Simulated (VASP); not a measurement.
# MgO: single point with r2SCAN

The system is MgO.

```
Mg O
1.0
     2.71767    0.00000    0.00000
    -1.35883    2.35357    0.00000
     0.00000    0.00000    2.67968
Mg O
1 1
Direct
  0.00000 0.00000 0.00000
  0.33333 0.66667 0.50000
```

This cell differs from its parent crystal: strain -0.0750 x Voigt [1, 1, 0, 0, 0, 0].

```yaml
Program: VASP 6.6.1
Task: single point
Functional: r2SCAN
Potentials_or_basis: VASP PAW PBE potentials, release 64 (Mg, O)
Cutoff: 520 eV
k_mesh: 9 × 9 × 8
Occupations: gaussian, width 0.05 eV
Spin: no spin polarisation
```

```
Pressure               : 20.5 GPa
Band gap on the k mesh : 4.50 eV, indirect (least direct gap 4.93 eV)
```

Stress tensor (GPa, compression positive):
```
 36.83   0.00   0.00
  0.00  36.83   0.00
  0.00   0.00 -12.07
```

Levels at points of the mesh, in eV from the valence-band top:
```csv
k point,band 1,band 2,band 3,band 4,band 5,band 6,band 7,band 8
"(0.00, 0.00, 0.00)",-19.43,-1.43,-0.44,-0.44,4.50,12.99,18.93,18.93
"(0.00, 0.00, 0.50)",-18.30,-6.58,0.00,0.00,10.50,11.09,19.88,19.88
```

It took 27 s on 1 thread of Intel Xeon 6975P-C (shared host), peak memory 0.13 GiB.

Caveat: the cell differs from its parent crystal (strain -0.0750 x Voigt [1, 1, 0, 0, 0, 0]); the PAW data sets were made with another functional, which shifts forces and pressure a little. A k mesh can miss the band edges.
